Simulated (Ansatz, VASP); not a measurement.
KMgF3 in VASP and in Ansatz

```xyz
5
Lattice="3.4820 0.0000 0.0000 0.0000 3.4820 0.0000 0.0000 0.0000 5.2230" Properties=species:S:1:pos:R:3 pbc="T T T"
K     1.7410    1.7410    2.6115
Mg    0.0000    0.0000    0.0000
F     1.7410    0.0000    0.0000
F     0.0000    1.7410    0.0000
F     0.0000    0.0000    2.6115
```

Alike in both runs: task single point; functional PBEsol; k mesh 6 × 6 × 6; occupations gaussian, width 0.05 eV; no spin polarisation.

```csv
,VASP,Ansatz
version,VASP 6.6.1,Ansatz 0.2.0
potentials or method,"VASP PAW PBE potentials, release 64 (K_sv, Mg, F), cutoff 520 eV","scalar-relativistic, plane waves, PAW"
valence electrons in the cell,32,40
```

|  | VASP | Ansatz | Ansatz less VASP |
| --- | --- | --- | --- |
| gap on the k mesh at the Fermi level (eV) | 6.24 | 6.26 | +0.029 |
| least direct gap on the mesh (eV) | 6.62 | 6.64 | +0.024 |
| pressure (GPa) | 19.4 | 19.1 | -0.25 |
| traceless stress, the component that is largest in VASP (GPa) | -26.20 | -25.58 | +0.617 |

VASP's potentials were made for PBE, not for PBEsol. VASP's potentials hold 32 valence electrons a cell and Ansatz's 40, so a difference there can come from the potentials and not from the codes.
